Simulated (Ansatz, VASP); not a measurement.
**ZnSe in VASP and in Ansatz**

Contents of INCAR:

```
PREC = Accurate ; ENCUT = 520
EDIFF = 1E-6 ; ISMEAR = 0
SIGMA = 0.05 ; LREAL = F
LASPH = T ; NELM = 60
ALGO = Normal ; ISIF = 2
LWAVE = F ; LCHARG = T
GGA = CA ; LELF = T
LVHAR = T ; NBANDS = 26
```

The input KPOINTS:

```
regular mesh
0
Gamma
  8 8 6
```

File POSCAR:

```
ZnSe
1.0
    4.1605590088      0.0000000000      0.0000000000
    0.0000000000      4.1605590088      0.0000000000
    0.0000000000      0.0000000000      5.4910814719
Zn Se
2 2
Direct
    0.0000000000      0.0000000000      0.0000000000
    0.5000000000      0.5000000000      0.0000000000
    0.0000000000      0.5000000000      0.2419974579
    0.5000000000      0.0000000000      0.7580025421
```

Input for Ansatz:

```yaml
crystal:
  lattice:
    - [4.1605590088, 0.0, 0.0]
    - [0.0, 4.1605590088, 0.0]
    - [0.0, 0.0, 5.4910814719]
  atoms:
    - { symbol: Zn, position: [0.0, 0.0, 0.0] }
    - { symbol: Zn, position: [0.5, 0.5, 0.0] }
    - { symbol: Se, position: [0.0, 0.5, 0.2419974579] }
    - { symbol: Se, position: [0.5, 0.0, 0.7580025421] }
basis:
  ecutwfc: 520.0
kpoints:
  mp_grid: { grid: [8, 8, 6] }
hamiltonian:
  xc: lda
scf:
  occupations: { method: gaussian, width: 0.05 }
output:
  forces: true
  stress: true
  eigenvalues: true
```

Alike in both runs: task single point; functional LDA; k mesh 8 × 8 × 6; occupations gaussian, width 0.05 eV; no spin polarisation.

```csv
,VASP,Ansatz
version,VASP 6.6.1,Ansatz 0.2.0
potentials or method,"VASP PAW LDA potentials, release 64 (Zn, Se), cutoff 520 eV","scalar-relativistic, plane waves, PAW"
valence electrons in the cell,36,56
```

|  | VASP | Ansatz | Ansatz less VASP |
| --- | --- | --- | --- |
| gap on the k mesh at the Fermi level (eV) | 0.90 | 0.90 | -0.003 |
| least direct gap on the mesh (eV) | 0.90 | 0.90 | -0.003 |
| pressure (GPa) | -0.5 | -0.9 | -0.35 |
| traceless stress, the component that is largest in VASP (GPa) | 2.05 | 2.12 | +0.070 |
| rms of the force components (eV/Å) | 0.263 | 0.238 | -0.0251 |

LDA's correlation is that of Perdew and Zunger in VASP and of Perdew and Wang (1992) in Ansatz. Atom by atom the forces differ by 0.025 eV/Å (rms over components). VASP's potentials hold 36 valence electrons a cell and Ansatz's 56, so a difference there can come from the potentials and not from the codes.
